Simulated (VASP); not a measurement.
# Si16O (a cell with a defect) in VASP: single point with PBE+D3(BJ)

Aim: the single point of Si16O (a cell with a defect) with PBE+D3(BJ).

All numbers are computed with VASP 6.6.1; they aren't measurements. Logs are shortened: lines on timing, memory, paths and dates and some standing lists are left out, and cuts for length are marked.

### 1 The cell of the first run

The cell holds a defect, 17 atoms: a = 7.679 Å, b = 7.679 Å, c = 7.679 Å, α = 60.00°, β = 60.00°, γ = 60.00°.

### 2 Single point, PBE+D3(BJ), collinear spin, ferromagnetic start

INCAR reads:

```
SYSTEM = Si16O
  ALGO = Normal
  EDIFF = 1E-6
  ENCUT = 520
  GGA = PE
  ISIF = 2
  ISMEAR = -1
  ISPIN = 2
  IVDW = 12
  LASPH = .True.
  LCHARG = .False.
  LORBIT = 11
  LREAL = Auto
  LWAVE = .False.
  MAGMOM = 0 0 0 0 0 0 0 0 0 0 0 0 0 0 0 0 1
  NBANDS = 53
  NELM = 150
  PREC = Accurate
  SIGMA = 0.05
```

KPOINTS reads:

```
k-points
0
Gamma
  2 2 2
  0 0 0
```

POSCAR reads:

```
Si16O
1.0
    0.0000000000      5.4300000000      5.4300000000
    5.4300000000      0.0000000000      5.4300000000
    5.4300000000      5.4300000000      0.0000000000
Si O
16 1
Direct
    0.0480570902     -0.0955524862      0.0675046041
    0.1774585635      0.0259668508      0.1636464088
   -0.0835267035      0.0384254144      0.6843001842
    0.1170165746      0.1634069982      0.6940515654
    0.0659392265      0.3784990792      0.0325138122
    0.2174309392      0.5407274401      0.0643554328
   -0.0388766114      0.6055616943      0.3710681400
    0.1118876611      0.7648526703      0.5510957643
    0.5436832413     -0.0605156538      0.0232596685
    0.6066482505      0.0906998158      0.1574217311
    0.4531491713     -0.0078453039      0.5130570902
    0.5465009208      0.2085267035      0.6806813996
    0.5884438306      0.4398802947     -0.1065101289
    0.6940331492      0.5696500921      0.0389686924
    0.5533425414      0.5371915285      0.3783333333
    0.6331675875      0.6484898711      0.5402209945
    0.5997053407      1.0274953959      0.5883793738
```

Potentials or basis: VASP PAW PBE potentials, release 64 (Si, O).

Launch:

```bash
cat potpaw_PBE.64/Si/POTCAR potpaw_PBE.64/O/POTCAR > POTCAR
mpirun -np 1 vasp_std > vasp.out
```

OUTCAR:

```text
SYSTEM = Si16O
   EDIFF = 1E-6
   ENCUT = 520
   GGA = PE
   ISIF = 2
   ISMEAR = -1
   ISPIN = 2
   IVDW = 12
   LASPH = .True.
   LORBIT = 11
   LREAL = Auto
   NELM = 150
   PREC = Accurate
 IVDW          = 12

 ion  position               nearest neighbor table
   1  0.048  0.904  0.068-   2 2.18   7 2.40   6 2.43   4 2.51  10 2.79   3 3.11
   2  0.177  0.026  0.164-   1 2.18   5 2.21   9 2.31   8 2.58
   3  0.916  0.038  0.684-   4 2.23   8 2.27  12 2.47   9 2.88   1 3.11
   4  0.117  0.163  0.694-   3 2.23  11 2.27   1 2.51   7 3.10
   5  0.066  0.378  0.033-   2 2.21   6 2.24  14 2.46
   6  0.217  0.541  0.064-   5 2.24   7 2.29  13 2.35   1 2.43
   7  0.961  0.606  0.371-  16 2.11   6 2.29   1 2.40   8 3.08   4 3.10
   8  0.112  0.765  0.551-   3 2.27   2 2.58  15 2.86   7 3.08
   9  0.544  0.939  0.023-  10 2.21   2 2.31  12 2.40  14 2.44   3 2.88  15 2.92
  10  0.607  0.091  0.157-   9 2.21  11 2.24  13 2.41   1 2.79
  11  0.453  0.992  0.513-  17 1.67  16 2.24  10 2.24   4 2.27  12 3.03
  12  0.547  0.209  0.681-  17 1.65   9 2.40  15 2.43   3 2.47  11 3.03
  13  0.588  0.440  0.893-  16 2.31   6 2.35  14 2.39  10 2.41
  14  0.694  0.570  0.039-  15 2.20  13 2.39   9 2.44   5 2.46
  15  0.553  0.537  0.378-  14 2.20  16 2.24  12 2.43   8 2.86   9 2.92
  16  0.633  0.648  0.540-   7 2.11  15 2.24  11 2.24  13 2.31
  17  0.600  0.027  0.588-  12 1.65  11 1.67

  LATTYP: Found a face centered cubic cell.
 ALAT       =    10.8600000000

  Lattice vectors:

 A1 = (   0.0000000000,   5.4300000000,   5.4300000000)
 A2 = (   5.4300000000,   0.0000000000,   5.4300000000)
 A3 = (   5.4300000000,   5.4300000000,   0.0000000000)

Analysis of symmetry for initial positions (statically):
=====================================================================
 Subroutine PRICEL returns:
 Original cell was already a primitive cell.

 Routine SETGRP: Setting up the symmetry group for a
 face centered cubic supercell.

 Subroutine GETGRP returns: Found  1 space group operations
 (whereof  1 operations were pure point group operations)
 out of a pool of 48 trial point group operations.

The static configuration has the point symmetry C_1 .

Analysis of symmetry for dynamics (positions and initial velocities):
=====================================================================
 Subroutine PRICEL returns:
 Original cell was already a primitive cell.

 Routine SETGRP: Setting up the symmetry group for a
 face centered cubic supercell.

 Subroutine GETGRP returns: Found  1 space group operations
 (whereof  1 operations were pure point group operations)
 out of a pool of 48 trial point group operations.

The dynamic configuration has the point symmetry C_1 .

Analysis of structural, dynamic, and magnetic symmetry:
=====================================================================
 Subroutine PRICEL returns:
 Original cell was already a primitive cell.

 Routine SETGRP: Setting up the symmetry group for a
 face centered cubic supercell.

 Subroutine GETGRP returns: Found  1 space group operations
 (whereof  1 operations were pure point group operations)
 out of a pool of 48 trial point group operations.

The overall configuration has the point symmetry C_1 .

 Subroutine INISYM returns: Found  1 space group operations
 (whereof  1 operations are pure point group operations),
 and found     1 'primitive' translations

----------------------------------------------------------------------------------------

                                     Primitive cell

  volume of cell :     320.2060

  direct lattice vectors                    reciprocal lattice vectors
     0.000000000  5.430000000  5.430000000    -0.092081031  0.092081031  0.092081031
     5.430000000  0.000000000  5.430000000     0.092081031 -0.092081031  0.092081031
     5.430000000  5.430000000  0.000000000     0.092081031  0.092081031 -0.092081031

  length of vectors
     7.679179644  7.679179644  7.679179644     0.159489025  0.159489025  0.159489025

  position of ions in fractional coordinates (direct lattice)
     0.048057090  0.904447514  0.067504604
     0.177458563  0.025966851  0.163646409
     0.916473297  0.038425414  0.684300184
     0.117016575  0.163406998  0.694051565
[... 75 lines left out ...]
   ions per type =              16   1
   NGX,Y,Z   is equivalent  to a cutoff of  12.99, 12.99, 12.99 a.u.
   NGXF,Y,Z  is equivalent  to a cutoff of  25.98, 25.98, 25.98 a.u.
 SYSTEM =  Si16O
   PREC   = accura    normal or accurate (medium, high low for compatibility)
   ISTART =      0    job   : 0-new  1-cont  2-samecut
   ICHARG =      2    charge: 1-file 2-atom 10-const
   ISPIN  =      2    spin polarized calculation?
   LNONCOLLINEAR =      F non collinear calculations
   LSORBIT =      F    spin-orbit coupling
   LASPH  =      T    aspherical Exc in radial PAW
   ENCUT  =  520.0 eV  38.22 Ry    6.18 a.u.  14.28 14.28 14.28*2*pi/ulx,y,z
   NELM   =    150;   NELMIN=  2; NELMDL= -5     # of ELM steps
   EDIFF  = 0.1E-05   stopping-criterion for ELM
   LREAL  =      T    real-space projection
   EDIFFG = 0.1E-04   stopping-criterion for IOM
   NSW    =      0    number of steps for IOM
   IBRION =     -1    ionic relax: 0-MD 1-quasi-New 2-CG
   NFREE  =      0    steps in history (QN), initial steepest desc. (CG)
   ISIF   =      2    stress and relaxation
   ISYM   =      2    0-nonsym 1-usesym 2-fastsym
   POTIM  = 0.5000    time-step for ionic-motion
   TEBEG  =    0.0;   TEEND  =   0.0 temperature during run
   PSTRESS=    0.0 pullay stress
   NELECT =      70.0000    total number of electrons
   NUPDOWN=      -1.0000    fix difference up-down
   EMIN   =  10.00;   EMAX   =-10.00  energy-range for DOS
   EFERMI =   0.00;   METHOD = LEGACY
   ISMEAR =    -1;   SIGMA  =   0.05  broadening in eV -4-tet -1-fermi 0-gaus
   EFERMI_NEDOS =   21; number of points for ismear=-14 and -15
   IALGO  =     38    algorithm
   IMIX   =      4    mixing-type and parameters
     AMIX     =   0.40;   BMIX     =  1.00
     AMIX_MAG =   1.60;   BMIX_MAG =  1.00
  volume/ion in A,a.u.               =      18.84       127.11
  Fermi-wavevector in a.u.,A,eV,Ry     =   0.986199  1.863645 13.232857  0.972588
  Thomas-Fermi vector in A             =   2.117562
   LORBIT       =     11    0 simple, 1 ext, 2 COOP (PROOUT), +10 PAW based schemes
   GGA     = PE    functional components
   LHFCALC =     F    Hartree Fock is set to
   AEXX    =    0.0000 exact exchange contribution
   IVDW    =    12    specifies the selected vdW correction
   LEPSILON=     F    determine dielectric tensor
   LRPA    =     F    only Hartree local field effects (RPA)
 spin polarized calculation
  energy-cutoff  :      520.00
  volume of cell :      320.21
 maximum number of plane-waves:      8646
 NGX is ok and might be reduce to    60
   NGX = 29   NGY = 29   NGZ = 29

 number of electron      69.9999999 magnetization       0.0000016

 number of electron      69.9999999 magnetization      -0.0000112

 Free energy of the ion-electron system (eV)
  ---------------------------------------------------
  ext. energy  EPLUGINS =         0.00000000
  ---------------------------------------------------
  free energy    TOTEN  =       -84.91162011 eV

  energy without entropy =      -84.85764185  energy(sigma->0) =      -84.88463098

 E-fermi :   6.1777     XC(G=0):  -9.6238

 val. band max:        6.1562365576   @ k =   0.5000   0.0000   0.0000
 cond. band min:       6.1796305612   @ k =   0.0000   0.0000   0.0000
 fundamental gap:      0.0233940035
 Fermi energy:         6.1777028579

 spin component 1

 k-point     1 :       0.0000    0.0000    0.0000
  band No.  band energies     occupation
      1     -14.3233      1.00000
      2      -6.2291      1.00000
      3      -4.6491      1.00000
      4      -4.1637      1.00000
      5      -3.7908      1.00000
      6      -3.5281      1.00000
[... 389 lines left out ...]
     46       9.4251      0.00000
     47       9.7898      0.00000
 Fermi energy:         6.1777028579

 spin component 2

 k-point     1 :       0.0000    0.0000    0.0000
  band No.  band energies     occupation
      1     -14.3233      1.00000
      2      -6.2291      1.00000
      3      -4.6491      1.00000
      4      -4.1637      1.00000
      5      -3.7907      1.00000
      6      -3.5281      1.00000
[... 389 lines left out ...]
     46       9.4251      0.00000
     47       9.7898      0.00000
 [bands above 47 left out]

------------------------ aborting loop because EDIFF is reached ----------------------------------------

 Edisp (eV)   -5.60304

 E8    (eV) :    -2.2948

  FORCE on cell =-STRESS in cart. coord.  units (eV):
  Direction    XX          YY          ZZ          XY          YZ          ZX
  --------------------------------------------------------------------------------------
  -------------------------------------------------------------------------------------
  Total       7.00351     6.28634    12.04881     4.84932     2.36174     1.78594
  in kB      35.04266    31.45422    60.28724    24.26398    11.81715     8.93610
  external pressure =       42.26 kB  Pullay stress =        0.00 kB

 VOLUME and BASIS-vectors are now :
 -----------------------------------------------------------------------------
  energy-cutoff  :      520.00
  volume of cell :      320.21
      direct lattice vectors                 reciprocal lattice vectors
     0.000000000  5.430000000  5.430000000    -0.092081031  0.092081031  0.092081031
     5.430000000  0.000000000  5.430000000     0.092081031 -0.092081031  0.092081031
     5.430000000  5.430000000  0.000000000     0.092081031  0.092081031 -0.092081031

 POSITION                                       TOTAL-FORCE (eV/Angst)
 -----------------------------------------------------------------------------------
      5.27770      0.62750      5.17210        -0.787843     -2.431581     -0.953791
      1.02960      1.85220      1.10460         0.738803      2.417320     -0.648456
      3.92440      8.69220      5.18510         0.124168     -0.883533     -0.495501
      4.65600      4.40410      1.52270         1.231773     -0.089420      0.296639
      2.23180      0.53460      2.41330         0.376557     -1.996185      0.251790
      3.28560      1.53010      4.11680         0.270481     -0.045755      0.909414
[... 9 lines left out ...]
      6.45470      6.37150      6.95940         0.685047     -0.848941     -1.890438
      3.34420      6.45130      3.40570        -0.731891     -0.179892     -0.284197
 -----------------------------------------------------------------------------------
    total drift:                                0.005886     -0.004546     -0.001527

  FREE ENERGIE OF THE ION-ELECTRON SYSTEM (eV)
  ---------------------------------------------------
  free  energy   TOTEN  =       -90.5146600329 eV

  energy  without entropy=      -90.4606817725  energy(sigma->0) =      -90.48767090

 total charge

# of ion       s       p       d       tot
------------------------------------------
    1        0.768   0.893   0.000   1.661
    2        0.779   0.943   0.000   1.722
    3        0.820   0.832   0.000   1.652
    4        0.815   0.856   0.000   1.672
    5        0.790   0.859   0.000   1.649
    6        0.770   0.916   0.000   1.686
[... 9 lines left out ...]
   16        0.778   1.022   0.000   1.800
   17        1.571   3.604   0.000   5.174
--------------------------------------------------
tot         14.141  17.835   0.000  31.976

 magnetization (x)

# of ion       s       p       d       tot
------------------------------------------
    1        0.000   0.000   0.000   0.000
    2       -0.000  -0.000   0.000  -0.000
    3        0.000  -0.000   0.000   0.000
    4        0.000   0.000   0.000   0.000
    5       -0.000   0.000   0.000   0.000
    6       -0.000   0.000   0.000   0.000
[... 9 lines left out ...]
   16        0.000  -0.000   0.000   0.000
   17       -0.000  -0.000   0.000  -0.000
--------------------------------------------------
tot          0.000  -0.000   0.000  -0.000
```

Wall time 7.8 min (1 thread of Intel Xeon Platinum 8259CL at 2.50GHz (Skylake/Cascade Lake), shared host); peak memory 0.72 GiB.

Results:

```
Free energy                                           : -90.5147 eV
Pressure                                              : 4.2 GPa
Largest force                                         : 3.382 eV/Å
Band gap on the k mesh                                : zero (filled and empty bands overlap)
Net moment                                            : 0.00 μB per cell
Valence electrons inside the program's atomic spheres : Si 1.66, 1.72, 1.65, 1.67, 1.69, 1.68, 1.56, 1.71, 1.62, 1.80; O 5.17
Dispersion energy per atom                            : -0.330 eV
```

Forces on the atoms (eV/Å):
```
Si  -0.788 -2.432 -0.954
Si   0.739  2.417 -0.648
Si   0.124 -0.884 -0.496
Si   1.232 -0.089  0.297
Si   0.377 -1.996  0.252
Si   0.270 -0.046  0.909
Si  -0.631  2.715  1.915
Si  -1.604 -0.546  0.324
Si  -1.124 -0.370 -0.519
Si  -0.627  0.489  1.900
Si   0.793  0.358  0.468
Si   0.262  0.348  0.665
Si   0.434  1.071 -0.921
Si  -0.858 -0.431  1.330
Si   1.448  0.422 -2.347
Si   0.685 -0.849 -1.890
O   -0.732 -0.180 -0.284
```

Levels at points of the mesh, in eV from the Fermi level:
Spin up:
```tsv
k point	band 33	band 34	band 35	band 36	band 37	band 38
(0.00, 0.00, 0.00)	-0.75	-0.58	-0.16	0.00	0.15	0.24
(0.50, 0.00, 0.00)	-0.78	-0.66	-0.42	-0.02	0.40	0.69
(0.00, 0.50, 0.00)	-0.85	-0.36	-0.08	0.12	0.36	0.58
(0.00, 0.00, 0.50)	-0.75	-0.61	-0.36	0.12	0.37	0.72
(0.50, 0.50, 0.50)	-0.89	-0.52	-0.22	0.08	0.44	0.65
(0.50, 0.50, 0.00)	-0.93	-0.40	0.13	0.60	0.69	0.99
(0.00, 0.50, 0.50)	-0.66	-0.50	-0.23	-0.04	0.51	0.65
(0.50, 0.00, 0.50)	-0.92	-0.42	0.28	0.34	0.65	0.79
```
Spin down:
| k point | band 31 | band 32 | band 33 | band 34 | band 35 | band 36 | band 37 | band 38 | band 39 | band 40 |
| --- | --- | --- | --- | --- | --- | --- | --- | --- | --- | --- |
| (0.00, 0.00, 0.00) | -1.16 | -0.98 | -0.75 | -0.58 | -0.16 | 0.00 | 0.15 | 0.24 | 0.58 | 0.82 |
| (0.50, 0.00, 0.00) | -1.79 | -1.09 | -0.78 | -0.66 | -0.42 | -0.02 | 0.40 | 0.69 | 1.17 | 1.22 |
| (0.00, 0.50, 0.00) | -1.51 | -1.01 | -0.85 | -0.36 | -0.08 | 0.12 | 0.36 | 0.58 | 0.95 | 1.29 |
| (0.00, 0.00, 0.50) | -1.54 | -1.26 | -0.75 | -0.61 | -0.36 | 0.12 | 0.37 | 0.72 | 0.99 | 1.15 |
| (0.50, 0.50, 0.50) | -1.31 | -1.13 | -0.89 | -0.52 | -0.22 | 0.08 | 0.44 | 0.65 | 0.91 | 1.23 |
| (0.50, 0.50, 0.00) | -1.62 | -1.25 | -0.93 | -0.40 | 0.13 | 0.60 | 0.69 | 0.99 | 1.09 | 1.27 |
| (0.00, 0.50, 0.50) | -1.67 | -0.97 | -0.66 | -0.50 | -0.23 | -0.04 | 0.51 | 0.65 | 1.41 | 1.52 |
| (0.50, 0.00, 0.50) | -1.77 | -1.61 | -0.92 | -0.42 | 0.28 | 0.34 | 0.65 | 0.79 | 1.16 | 1.49 |

Caveat: the k points lie up to 0.50 Å⁻¹ apart.
